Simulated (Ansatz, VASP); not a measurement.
# Two plane-wave programs on MgO

File INCAR:

```
SYSTEM = MgO
PREC = Accurate
ENCUT = 520
EDIFF = 1E-7
ISMEAR = 0
SIGMA = 0.05
LREAL = .FALSE.
LASPH = .TRUE.
NELM = 60
ALGO = Normal
ISIF = 2
LWAVE = .FALSE.
LCHARG = .FALSE.
GGA = PS
NBANDS = 26
```

File KPOINTS:

```
Automatic mesh
0
G
  6 6 6
  0 0 0
```

File POSCAR:

```
MgO
1.0
    4.2142114404      0.0000000000      0.0000000000
    0.0000000000     -4.2142114404      0.0000000000
    0.0000000000      0.0000000000     -4.2142114404
Mg O
4 4
Direct
    0.0000000000      0.0000000000      0.0000000000
    0.5000000000      0.5000000000      0.0000000000
    0.5000000000      0.0000000000      0.5000000000
    0.0000000000      0.5000000000      0.5000000000
    0.4644061523      0.0000000000      0.0000000000
    0.0000000000      0.5000000000      0.0000000000
    0.0000000000      0.0000000000      0.5000000000
    0.5000000000      0.5000000000      0.5000000000
```

Input for Ansatz:

```yaml
crystal:
  lattice:
    - [4.2142114404, 0.0, 0.0]
    - [0.0, -4.2142114404, 0.0]
    - [0.0, 0.0, -4.2142114404]
  atoms:
    - { symbol: Mg, position: [0.0, 0.0, 0.0] }
    - { symbol: Mg, position: [0.5, 0.5, 0.0] }
    - { symbol: Mg, position: [0.5, 0.0, 0.5] }
    - { symbol: Mg, position: [0.0, 0.5, 0.5] }
    - { symbol: O, position: [0.4644061523, 0.0, 0.0] }
    - { symbol: O, position: [0.0, 0.5, 0.0] }
    - { symbol: O, position: [0.0, 0.0, 0.5] }
    - { symbol: O, position: [0.5, 0.5, 0.5] }
basis:
  ecutwfc: 420
kpoints:
  mp_grid: { grid: [6, 6, 6] }
hamiltonian:
  xc: pbesol
scf:
  occupations: { method: gaussian, width: 0.05 }
output:
  forces: true
  stress: true
  eigenvalues: true
  write_density: true
  write_potential: true
  elf: true
  volumetric_format: npy
```

Alike in both runs: task single point; functional PBEsol; k mesh 6 × 6 × 6; occupations gaussian, width 0.05 eV; no spin polarisation.

|  | VASP | Ansatz |
| --- | --- | --- |
| version | VASP 6.6.1 | Ansatz 0.2.0 |
| potentials or method | VASP PAW PBE potentials, release 64 (Mg, O), cutoff 520 eV | scalar-relativistic, plane waves, PAW |
| valence electrons in the cell | 32 | 64 |

VASP gave:

```
gap on the k mesh at the Fermi level (eV)                     : 4.58
least direct gap on the mesh (eV)                             : 4.58
pressure (GPa)                                                : 0.1
traceless stress, the component that is largest in VASP (GPa) : 1.21
rms of the force components (eV/Å)                            : 0.396
```

**Question.** Estimate Ansatz's values.

**Answer.** gap on the k mesh at the Fermi level (eV): 4.58; least direct gap on the mesh (eV): 4.58; pressure (GPa): 0.6; traceless stress, the component that is largest in VASP (GPa): 1.20; rms of the force components (eV/Å): 0.392.

VASP's potentials were made for PBE, not for PBEsol. Atom by atom the forces differ by 0.005 eV/Å (rms over components). The functional is the same, so the differences come from potentials, cutoffs and numerics. VASP's potentials hold 32 valence electrons a cell and Ansatz's 64, so a difference there can come from the potentials and not from the codes.
